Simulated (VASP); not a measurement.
Set up this calculation in VASP 6.6.1, as the native input.

- Task: single point
- Functional: PBEsol
- Potentials or basis: VASP PAW PBE potentials, release 64 (F)
- Cutoff: 520 eV
- k mesh: 4 × 4 × 2
- Occupations: gaussian, width 0.05 eV
- Spin: no spin polarisation
- Dipole correction: no
- Further INCAR settings: ALGO = Normal; EDIFF = 1e-07; NBANDS = 22

The structure of F lies in POSCAR:

```
F
1.0
    3.0498369102     -1.8392925482     -0.2352297330
    3.0498369102      1.8392925482     -0.2352297330
   -2.2673695162      0.0000000000      7.3551440514
F
4
Direct
    0.0848459664      0.0848459664      0.0940038325
    0.9151540336      0.9151540336      0.9059961675
    0.5015719855      0.5015719855      0.5937195244
    0.4984280145      0.4984280145      0.4062804756
```

The input as run:

INCAR

```
SYSTEM = F
PREC = Accurate
ENCUT = 520
EDIFF = 1E-7
ISMEAR = 0
SIGMA = 0.05
LREAL = .FALSE.
LASPH = .TRUE.
NELM = 100
ALGO = Normal
ISIF = 2
LWAVE = .FALSE.
LCHARG = .FALSE.
GGA = PS
NBANDS = 22
```

KPOINTS

```
Automatic mesh
0
G
  4 4 2
  0 0 0
```

Potentials or basis: VASP PAW PBE potentials, release 64 (F).

Command:

```console
$ cat potpaw_PBE.64/F/POTCAR > POTCAR
$ mpirun -np 1 vasp_std > vasp.out
```

Results of the run:

| Quantity | Value |
| --- | --- |
| Pressure | -2.2 GPa |
| Largest force | 0.840 eV/Å |
| Band gap on the k mesh | 2.62 eV, indirect (least direct gap 2.69 eV) |

Caveat: the k points lie up to 0.51 Å⁻¹ apart; the PAW data sets were made with another functional, which shifts forces and pressure a little.

Wall time 18 s on 1 thread of Intel(R) Xeon(R) Platinum 8488C (Sapphire Rapids), with other jobs on the host, peak memory 0.18 GiB.
